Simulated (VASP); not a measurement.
Set up this calculation in VASP 6.6.1, as the native input.

* Task: single point
* Functional: PBEsol
* Potentials or basis: VASP PAW PBE potentials, release 64 (Hf_pv, C)
* Cutoff: 520 eV
* k mesh: 16 × 16 × 16
* Occupations: gaussian, width 0.1 eV
* Spin: no spin polarisation
* Dipole correction: no
* Further INCAR settings: ALGO = Normal; EDIFF = 1e-06; NBANDS = 14

The structure of HfC lies in POSCAR:

```
HfC
1.0
    0.0000000000      2.3036603902      2.3036603902
    2.3036603902      0.0000000000      2.3036603902
    2.3036603902      2.3036603902      0.0000000000
Hf C
1 1
Direct
    0.5000000000      0.5000000000      0.5000000000
    0.0000000000      0.0000000000      0.0000000000
```

One way to write it, as run:

INCAR

```
PREC = Accurate
ENCUT = 520
EDIFF = 1E-6
ISMEAR = 0
SIGMA = 0.1
LREAL = F
LASPH = T
NELM = 60
ALGO = Normal
ISIF = 2
LWAVE = F
LCHARG = T
GGA = PS
LELF = T
LVHAR = T
NBANDS = 14
```

KPOINTS

```
regular mesh
0
Gamma
  16 16 16
```

Potentials or basis: VASP PAW PBE potentials, release 64 (Hf_pv, C).

Command:

```console
$ cat potpaw_PBE.64/Hf_pv/POTCAR potpaw_PBE.64/C/POTCAR > POTCAR
$ mpirun -np 1 vasp_std > vasp.out
```

Results of the run:

```
Pressure               : -0.4 GPa
Band gap on the k mesh : zero (band 7 reaches 7.06 eV, above the bottom of band 8 at 5.60 eV)
```

Caveat: the PAW data sets were made with another functional, which shifts forces and pressure a little; spin-orbit coupling is left out, which moves the levels of the heavy elements.

Run time: 25 s on 1 thread of Intel(R) Xeon(R) Platinum 8259CL CPU @ 2.50GHz (Skylake/Cascade Lake), on a shared host, peak memory 0.18 GiB.
